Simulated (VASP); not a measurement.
# Si3N4 (Fd-3m) in VASP: further runs

Si3N4 is run at these levels: PBEsol; tasks: relaxation of the atoms, single point.

All numbers are computed with VASP 6.6.1; they aren't measurements. Logs are shortened: lines on timing, memory, paths and dates and some standing lists are left out, and cuts for length are marked.

### Step 1. The cell of the first run

Symmetry: Fd-3m, No. 227, cubic system. Conventional cell: a = 7.586 Å, b = 7.586 Å, c = 7.586 Å, α = 90.00°, β = 90.00°, γ = 90.00°. Si (site symmetry -3m) has 6 N at 1.84 Å within 2.4 Å. Si (site symmetry -43m) has 4 N at 1.74 Å within 2.3 Å. Within 2.3 Å of N (site symmetry 3m) lie 4 Si at 1.74 to 1.84 Å.

### Step 2. Relaxation of the atoms, PBEsol (7.80 Å³/atom)

INCAR reads:

```
SYSTEM = Si3N4
PREC     = Accurate       ! precision mode
ENCUT    = 520            ! plane-wave cutoff, eV
EDIFF    = 1E-6           ! SCF threshold, eV
ISMEAR   = 0              ! smearing method
SIGMA    = 0.02           ! smearing width, eV
LREAL    = .FALSE.        ! projectors in reciprocal space
LASPH    = .TRUE.         ! aspherical terms in the spheres
NELM     = 100            ! most SCF steps
ALGO     = Normal         ! electronic algorithm
ISIF     = 2              ! what is computed and relaxed
LWAVE    = .FALSE.        ! write WAVECAR
LCHARG   = .FALSE.        ! write CHGCAR
GGA      = PS             ! functional
IBRION   = 2              ! ionic algorithm
NSW      = 50             ! ionic steps
EDIFFG   = -0.01          ! ionic threshold
```

KPOINTS reads:

```
regular mesh
0
G
  6 6 6
  0 0 0
```

POSCAR reads:

```
Si3N4
1.0
    0.0000000000      3.7929369373      3.7929369373
    3.7929369373      0.0000000000      3.7929369373
    3.7929369373      3.7929369373      0.0000000000
Si N
6 8
Direct
    0.1250000000      0.1250000000      0.6250000000
    0.1250000000      0.6250000000      0.1250000000
    0.6250000000      0.1250000000      0.1250000000
    0.1250000000      0.1250000000      0.1250000000
    0.7500000000      0.7500000000      0.7500000000
    0.5000000000      0.5000000000      0.5000000000
    0.3677142741      0.3677142741      0.3677142741
    0.3531428223      0.8822857259      0.8822857259
    0.8822857259      0.8822857259      0.3531428223
    0.8822857259      0.3531428223      0.8822857259
    0.3677142741      0.3677142741      0.8968571777
    0.3677142741      0.8968571777      0.3677142741
    0.8822857259      0.8822857259      0.8822857259
    0.8968571777      0.3677142741      0.3677142741
```

Potentials or basis: VASP PAW PBE potentials, release 64 (Si, N).

On the command line:

```
$ cat potpaw_PBE.64/Si/POTCAR potpaw_PBE.64/N/POTCAR > POTCAR
$ mpirun -np 1 vasp_std > vasp.out
```

OUTCAR:

```text
SYSTEM = Si3N4
   PREC = Accurate
   ENCUT = 520
   EDIFF = 1E-6
   ISMEAR = 0
   LREAL = .FALSE.
   LASPH = .TRUE.
   NELM = 100
   ISIF = 2
   GGA = PS
   IBRION = 2
   NSW = 50
   EDIFFG = -0.01

 ion  position               nearest neighbor table
   1  0.125  0.125  0.625-   8 1.84  10 1.84  12 1.84  14 1.84  13 1.84   7 1.84   4 2.68   2 2.68
                             3 2.68   4 2.68   2 2.68   3 2.68   6 3.14   5 3.14   5 3.14   6 3.14
   2  0.125  0.625  0.125-   9 1.84  11 1.84   8 1.84  14 1.84  13 1.84   7 1.84   4 2.68   1 2.68
                             1 2.68   3 2.68   4 2.68   3 2.68   6 3.14   6 3.14   5 3.14   5 3.14
   3  0.625  0.125  0.125-   9 1.84  11 1.84  10 1.84  12 1.84   7 1.84  13 1.84   4 2.68   1 2.68
                             2 2.68   1 2.68   2 2.68   4 2.68   6 3.14   6 3.14   6 3.14   5 3.14
   4  0.125  0.125  0.125-   8 1.84   9 1.84  10 1.84  11 1.84  12 1.84  14 1.84   1 2.68   2 2.68
                             3 2.68   1 2.68   2 2.68   3 2.68   5 3.14   6 3.14   5 3.14   6 3.14
   5  0.750  0.750  0.750-  13 1.74   9 1.74  10 1.74   8 1.74   2 3.14   3 3.14   1 3.14   2 3.14
                             3 3.14   4 3.14   1 3.14   3 3.14   4 3.14   1 3.14   2 3.14   4 3.14
   6  0.500  0.500  0.500-   7 1.74  11 1.74  12 1.74  14 1.74   3 3.14   4 3.14   2 3.14   3 3.14
                             4 3.14   1 3.14   2 3.14   3 3.14   1 3.14   2 3.14   4 3.14   1 3.14
   7  0.368  0.368  0.368-   6 1.74   3 1.84   2 1.84   1 1.84
   8  0.353  0.882  0.882-   5 1.74   1 1.84   2 1.84   4 1.84
   9  0.882  0.882  0.353-   5 1.74   3 1.84   2 1.84   4 1.84
  10  0.882  0.353  0.882-   5 1.74   1 1.84   3 1.84   4 1.84
  11  0.368  0.368  0.897-   6 1.74   3 1.84   2 1.84   4 1.84
  12  0.368  0.897  0.368-   6 1.74   1 1.84   3 1.84   4 1.84
  13  0.882  0.882  0.882-   5 1.74   3 1.84   2 1.84   1 1.84
  14  0.897  0.368  0.368-   6 1.74   1 1.84   2 1.84   4 1.84

  LATTYP: Found a face centered cubic cell.
 ALAT       =     7.5858738746

  Lattice vectors:

 A1 = (   0.0000000000,   3.7929369373,   3.7929369373)
 A2 = (   3.7929369373,   0.0000000000,   3.7929369373)
 A3 = (   3.7929369373,   3.7929369373,   0.0000000000)

Analysis of symmetry for initial positions (statically):
=====================================================================
 Subroutine PRICEL returns:
 Original cell was already a primitive cell.

 Routine SETGRP: Setting up the symmetry group for a
 face centered cubic supercell.

 Subroutine GETGRP returns: Found 48 space group operations
 (whereof 24 operations were pure point group operations)
 out of a pool of 48 trial point group operations.

The static configuration has the point symmetry T_d .
 The point group associated with its full space group is O_h .

Analysis of symmetry for dynamics (positions and initial velocities):
=====================================================================
 Subroutine PRICEL returns:
 Original cell was already a primitive cell.

 Routine SETGRP: Setting up the symmetry group for a
 face centered cubic supercell.

 Subroutine GETGRP returns: Found 48 space group operations
 (whereof 24 operations were pure point group operations)
 out of a pool of 48 trial point group operations.

The dynamic configuration has the point symmetry T_d .
 The point group associated with its full space group is O_h .

 Subroutine INISYM returns: Found 48 space group operations
 (whereof 24 operations are pure point group operations),
 and found     1 'primitive' translations

----------------------------------------------------------------------------------------

                                     Primitive cell

  volume of cell :     109.1332

  direct lattice vectors                    reciprocal lattice vectors
     0.000000000  3.792936937  3.792936937    -0.131823969  0.131823969  0.131823969
     3.792936937  0.000000000  3.792936937     0.131823969 -0.131823969  0.131823969
     3.792936937  3.792936937  0.000000000     0.131823969  0.131823969 -0.131823969

  length of vectors
     5.364022858  5.364022858  5.364022858     0.228325811  0.228325811  0.228325811

  position of ions in fractional coordinates (direct lattice)
     0.125000000  0.125000000  0.625000000
     0.125000000  0.625000000  0.125000000
     0.625000000  0.125000000  0.125000000
     0.125000000  0.125000000  0.125000000
     0.750000000  0.750000000  0.750000000
     0.500000000  0.500000000  0.500000000
     0.367714274  0.367714274  0.367714274
     0.353142822  0.882285726  0.882285726
     0.882285726  0.882285726  0.353142822
     0.882285726  0.353142822  0.882285726
     0.367714274  0.367714274  0.896857178
     0.367714274  0.896857178  0.367714274
     0.882285726  0.882285726  0.882285726
     0.896857178  0.367714274  0.367714274

  ion indices of the primitive-cell ions
   primitive index   ion index
                 1           1
                 2           2
                 3           3
                 4           4
                 5           5
                 6           6
                 7           7
                 8           8
                 9           9
                10          10
                11          11
                12          12
                13          13
                14          14

----------------------------------------------------------------------------------------

 KPOINTS: regular mesh

Automatic generation of k-mesh.
 Grid dimensions read from file:
 generate k-points for:    6    6    6

 Generating k-lattice:

  Cartesian coordinates                     Fractional coordinates (reciprocal lattice)
    -0.021970661  0.021970661  0.021970661     0.166666667  0.000000000  0.000000000
     0.021970661 -0.021970661  0.021970661     0.000000000  0.166666667  0.000000000
     0.021970661  0.021970661 -0.021970661     0.000000000  0.000000000  0.166666667

  Length of vectors
     0.038054302  0.038054302  0.038054302

  Shift w.r.t. Gamma in fractional coordinates (k-lattice)
     0.000000000  0.000000000  0.000000000

 Subroutine IBZKPT returns following result:
 ===========================================

 Found     16 irreducible k-points:

 Following reciprocal coordinates:
            Coordinates               Weight
  0.000000  0.000000  0.000000      1.000000
  0.166667  0.000000  0.000000      8.000000
  0.333333  0.000000  0.000000      8.000000
  0.500000  0.000000  0.000000      4.000000
  0.166667  0.166667  0.000000      6.000000
  0.333333  0.166667  0.000000     24.000000
[... 8 lines left out ...]
 -0.333333  0.333333  0.166667     24.000000
 -0.333333  0.500000  0.166667     12.000000
   k-points           NKPTS =     16   k-points in BZ     NKDIM =     16   number of bands    NBANDS=     40
   number of dos      NEDOS =    301   number of ions     NIONS =     14
   total plane-waves  NPLWV =  64000
   dimension x,y,z NGX =    40 NGY =   40 NGZ =   40
   dimension x,y,z NGXF=    80 NGYF=   80 NGZF=   80
   ions per type =               6   8
   NGX,Y,Z   is equivalent  to a cutoff of  12.40, 12.40, 12.40 a.u.
   NGXF,Y,Z  is equivalent  to a cutoff of  24.79, 24.79, 24.79 a.u.
 SYSTEM =  Si3N4
   PREC   = accura    normal or accurate (medium, high low for compatibility)
   ISTART =      0    job   : 0-new  1-cont  2-samecut
   ICHARG =      2    charge: 1-file 2-atom 10-const
   ISPIN  =      1    spin polarized calculation?
   LNONCOLLINEAR =      F non collinear calculations
   LSORBIT =      F    spin-orbit coupling
   LASPH  =      T    aspherical Exc in radial PAW
   ENCUT  =  520.0 eV  38.22 Ry    6.18 a.u.   9.97  9.97  9.97*2*pi/ulx,y,z
   NELM   =    100;   NELMIN=  2; NELMDL= -5     # of ELM steps
   EDIFF  = 0.1E-05   stopping-criterion for ELM
   LREAL  =      F    real-space projection
   EDIFFG = -.1E-01   stopping-criterion for IOM
   NSW    =     50    number of steps for IOM
   IBRION =      2    ionic relax: 0-MD 1-quasi-New 2-CG
   NFREE  =      1    steps in history (QN), initial steepest desc. (CG)
   ISIF   =      2    stress and relaxation
   ISYM   =      2    0-nonsym 1-usesym 2-fastsym
   POTIM  = 0.5000    time-step for ionic-motion
   TEBEG  =    0.0;   TEEND  =   0.0 temperature during run
   PSTRESS=    0.0 pullay stress
   NELECT =      64.0000    total number of electrons
   NUPDOWN=      -1.0000    fix difference up-down
   EMIN   =  10.00;   EMAX   =-10.00  energy-range for DOS
   EFERMI =   0.00;   METHOD = LEGACY
   ISMEAR =     0;   SIGMA  =   0.02  broadening in eV -4-tet -1-fermi 0-gaus
   EFERMI_NEDOS =   21; number of points for ismear=-14 and -15
   IALGO  =     38    algorithm
   IMIX   =      4    mixing-type and parameters
     AMIX     =   0.40;   BMIX     =  1.00
     AMIX_MAG =   1.60;   BMIX_MAG =  1.00
  volume/ion in A,a.u.               =       7.80        52.60
  Fermi-wavevector in a.u.,A,eV,Ry     =   1.370301  2.589493 25.547985  1.877724
  Thomas-Fermi vector in A             =   2.496099
   LORBIT       =      0    0 simple, 1 ext, 2 COOP (PROOUT), +10 PAW based schemes
   GGA     = PS    functional components
   LHFCALC =     F    Hartree Fock is set to
   AEXX    =    0.0000 exact exchange contribution
   IVDW    =     0    specifies the selected vdW correction
   LEPSILON=     F    determine dielectric tensor
   LRPA    =     F    only Hartree local field effects (RPA)
 conjugate gradient relaxation of ions
 non-spin polarized calculation
 Gauss-broadening in eV      SIGMA  =   0.02
  energy-cutoff  :      520.00
  volume of cell :      109.13
 maximum number of plane-waves:      2954
   NGX = 19   NGY = 19   NGZ = 19

--------------------------------------- Ionic step        1  -------------------------------------------

 number of electron      64.0000003 magnetization

 Free energy of the ion-electron system (eV)
  ---------------------------------------------------
  ext. energy  EPLUGINS =         0.00000000
  ---------------------------------------------------
  free energy    TOTEN  =      -118.82232835 eV

  energy without entropy =     -118.82232835  energy(sigma->0) =     -118.82232835

------------------------ aborting loop because EDIFF is reached ----------------------------------------

  FORCE on cell =-STRESS in cart. coord.  units (eV):
  Direction    XX          YY          ZZ          XY          YZ          ZX
  --------------------------------------------------------------------------------------
  -------------------------------------------------------------------------------------
  Total       15.0711671     15.0711671     15.0711671      0.0000000      0.0000000      0.0000000
  in kB      221.2588269    221.2588269    221.2588269      0.0000000      0.0000000      0.0000000
  external PRESSURE =     221.2588269 kB  Pullay stress =       0.0000000 kB
[... 81 lines left out ...]
  energy  without entropy=     -118.8203369214  energy(sigma->0) =     -118.82033692

--------------------------------------- Ionic step        3  -------------------------------------------

 number of electron      64.0000004 magnetization

 Free energy of the ion-electron system (eV)
  ---------------------------------------------------
  ext. energy  EPLUGINS =         0.00000000
  ---------------------------------------------------
  free energy    TOTEN  =      -118.82341320 eV

  energy without entropy =     -118.82341320  energy(sigma->0) =     -118.82341320

 E-fermi :  10.2599     XC(G=0): -12.7826

 val. band max:       10.1033861312   @ k =  -0.1667   0.1667   0.0000
 cond. band min:      13.6262814226   @ k =   0.0000   0.0000   0.0000
 fundamental gap:      3.5228952914
 Fermi energy:        10.2599435806

 k-point     1 :       0.0000    0.0000    0.0000
  band No.  band energies     occupation
      1      -9.4747      2.00000
      2      -5.8521      2.00000
      3      -4.8637      2.00000
      4      -4.8637      2.00000
      5      -4.8637      2.00000
      6      -3.7521      2.00000
[... 718 lines left out ...]
  FREE ENERGIE OF THE ION-ELECTRON SYSTEM (eV)
  ---------------------------------------------------
  free  energy   TOTEN  =      -118.8234131964 eV

  energy  without entropy=     -118.8234131964  energy(sigma->0) =     -118.82341320

 reached required accuracy - stopping structural energy minimisation
```

Run time: 2.6 min. Hardware: 1 thread of Intel Xeon Platinum 8375C at 2.90GHz (Ice Lake), shared host; peak memory 0.26 GiB.

Results:

```yaml
Free_energy: -118.8234 eV
Energy_gained_by_relaxing: 0.1 meV/atom
Ionic_steps: 3
Pressure_after_relaxing: 22.0 GPa
Band_gap_on_the_k_mesh: 3.52 eV (least direct gap 3.54 eV)
```

Step by step:
```csv
step,energy change (eV),largest force (eV/Å),pressure (GPa)
1,0.0000,0.1229,22.13
2,0.0020,0.2069,21.89
3,-0.0011,0.0001,22.03
```

Final structure:
```xyz
14
Lattice="0.0000 3.7929 3.7929 3.7929 0.0000 3.7929 3.7929 3.7929 0.0000" Properties=species:S:1:pos:R:3 pbc="T T T"
Si    2.8447    2.8447    0.9482
Si    2.8447    0.9482    2.8447
Si    0.9482    2.8447    2.8447
Si    0.9482    0.9482    0.9482
Si    5.6894    5.6894    5.6894
Si    3.7929    3.7929    3.7929
N     2.7907    2.7907    2.7907
N     6.6916    4.6872    4.6872
N     4.6872    4.6872    6.6916
N     4.6872    6.6916    4.6872
N     4.7952    4.7952    2.7907
N     4.7952    2.7907    4.7952
N     6.6916    6.6916    6.6916
N     2.7907    4.7952    4.7952
```

Caveat: the PAW data sets were made with another functional, which shifts forces and pressure a little. A k mesh can miss the band edges.

### Step 3. Single point, PBEsol (7.30 Å³/atom)

This run uses another cell than the first one, of 7.30 Å³/atom.

INCAR reads:

```
PREC = Accurate ; ENCUT = 520
EDIFF = 1E-7 ; ISMEAR = 0
SIGMA = 0.02 ; LREAL = False
LASPH = True ; NELM = 60
ALGO = Normal ; ISIF = 2
LWAVE = False ; LCHARG = False
GGA = PS ; NBANDS = 45
```

KPOINTS reads:

```
Automatic mesh
0
Gamma
  6 6 6
```

POSCAR reads:

```
Si3N4
1.0
    0.0000000000      3.7104555069      3.7104555069
    3.7104555069      0.0000000000      3.7104555069
    3.7104555069      3.7104555069      0.0000000000
Si N
6 8
Direct
    0.1250000000      0.1250000000      0.6250000000
    0.1250000000      0.6250000000      0.1250000000
    0.6250000000      0.1250000000      0.1250000000
    0.1250000000      0.1250000000      0.1250000000
    0.7500000000      0.7500000000      0.7500000000
    0.5000000000      0.5000000000      0.5000000000
    0.3681511818      0.3681511818      0.3681511818
    0.3544535454      0.8818488182      0.8818488182
    0.8818488182      0.8818488182      0.3544535454
    0.8818488182      0.3544535454      0.8818488182
    0.3681511818      0.3681511818      0.8955464546
    0.3681511818      0.8955464546      0.3681511818
    0.8818488182      0.8818488182      0.8818488182
    0.8955464546      0.3681511818      0.3681511818
```

Potentials or basis: VASP PAW PBE potentials, release 64 (Si, N).

On the command line:

```
$ cat potpaw_PBE.64/Si/POTCAR potpaw_PBE.64/N/POTCAR > POTCAR
$ mpirun -np 1 vasp_std > vasp.out
```

Wall time 2.8 min (1 thread of Intel Xeon 8259CL, shared host); peak memory 0.25 GiB.

It converged, with:

```
Free energy            : -117.2475 eV
Pressure               : 51.6 GPa
Largest force          : 0.010 eV/Å
Band gap on the k mesh : 3.78 eV
```

Forces on the atoms (eV/Å):
```
Si   0.000  0.000  0.000
Si   0.000  0.000  0.000
Si   0.000  0.000  0.000
Si   0.000  0.000  0.000
Si   0.000  0.000  0.000
Si   0.000  0.000  0.000
N    0.006  0.006  0.006
N   -0.006  0.006  0.006
N    0.006  0.006 -0.006
N    0.006 -0.006  0.006
N   -0.006 -0.006  0.006
N   -0.006  0.006 -0.006
N   -0.006 -0.006 -0.006
N    0.006 -0.006 -0.006
```

Levels at points of the mesh, in eV from the valence-band top:
```
           k point  band 30  band 31  band 32  band 33  band 34  band 35
(0.00, 0.00, 0.00)     0.00     0.00     0.00     3.78     3.78     3.78
(0.50, 0.00, 0.00)    -0.52    -0.50    -0.50     5.39     6.03     6.03
(0.50, 0.50, 0.00)    -1.30    -0.64    -0.64     7.14     7.14     7.49
```

Caveat: the cell stands under pressure; the PAW data sets were made with another functional, which shifts forces and pressure a little.

### Step 4. Single point, PBEsol (7.55 Å³/atom)

This run uses another cell than the first one, of 7.55 Å³/atom.

INCAR reads:

```
  ALGO = Normal
  EDIFF = 1E-7
  ENCUT = 520
  GGA = PS
  ISIF = 2
  ISMEAR = 0
  LASPH = True
  LCHARG = False
  LREAL = False
  LWAVE = False
  NBANDS = 45
  NELM = 60
  PREC = Accurate
  SIGMA = 0.02
```

KPOINTS reads:

```
k-points
0
Gamma
  6 6 6
```

POSCAR reads:

```
Si3N4
1.0
    0.0000000000      3.7521495080      3.7521495080
    3.7521495080      0.0000000000      3.7521495080
    3.7521495080      3.7521495080      0.0000000000
Si N
6 8
Direct
    0.1250000000      0.1250000000      0.6250000000
    0.1250000000      0.6250000000      0.1250000000
    0.6250000000      0.1250000000      0.1250000000
    0.1250000000      0.1250000000      0.1250000000
    0.7500000000      0.7500000000      0.7500000000
    0.5000000000      0.5000000000      0.5000000000
    0.3680141462      0.3680141462      0.3680141462
    0.3540424386      0.8819858538      0.8819858538
    0.8819858538      0.8819858538      0.3540424386
    0.8819858538      0.3540424386      0.8819858538
    0.3680141462      0.3680141462      0.8959575614
    0.3680141462      0.8959575614      0.3680141462
    0.8819858538      0.8819858538      0.8819858538
    0.8959575614      0.3680141462      0.3680141462
```

On the command line:

```
$ cat potpaw_PBE.64/Si/POTCAR potpaw_PBE.64/N/POTCAR > POTCAR
$ mpirun -np 1 vasp_std > vasp.out
```

Wall time 2.5 min (1 thread of Intel Xeon 8259CL, shared host); peak memory 0.25 GiB.

It converged, with:

```
Free energy            : -118.1959 eV
Pressure               : 35.7 GPa
Largest force          : 0.010 eV/Å
Band gap on the k mesh : 3.65 eV
```

Forces on the atoms (eV/Å):
```
Si   0.000  0.000  0.000
Si   0.000  0.000  0.000
Si   0.000  0.000  0.000
Si   0.000  0.000  0.000
Si   0.000  0.000  0.000
Si   0.000  0.000  0.000
N    0.006  0.006  0.006
N   -0.006  0.006  0.006
N    0.006  0.006 -0.006
N    0.006 -0.006  0.006
N   -0.006 -0.006  0.006
N   -0.006  0.006 -0.006
N   -0.006 -0.006 -0.006
N    0.006 -0.006 -0.006
```

Levels at points of the mesh, in eV from the valence-band top:
| k point | band 29 | band 30 | band 31 | band 32 | band 33 | band 34 | band 35 | band 36 |
| --- | --- | --- | --- | --- | --- | --- | --- | --- |
| (0.00, 0.00, 0.00) | -0.27 | 0.00 | 0.00 | 0.00 | 3.65 | 3.65 | 3.65 | 5.36 |
| (0.50, 0.00, 0.00) | -0.50 | -0.50 | -0.45 | -0.45 | 5.26 | 5.95 | 5.95 | 7.07 |
| (0.50, 0.50, 0.00) | -1.24 | -1.24 | -0.58 | -0.58 | 7.01 | 7.01 | 7.35 | 7.35 |

Caveat: the cell stands under pressure; the PAW data sets were made with another functional, which shifts forces and pressure a little.

[end of part 1 of 2]
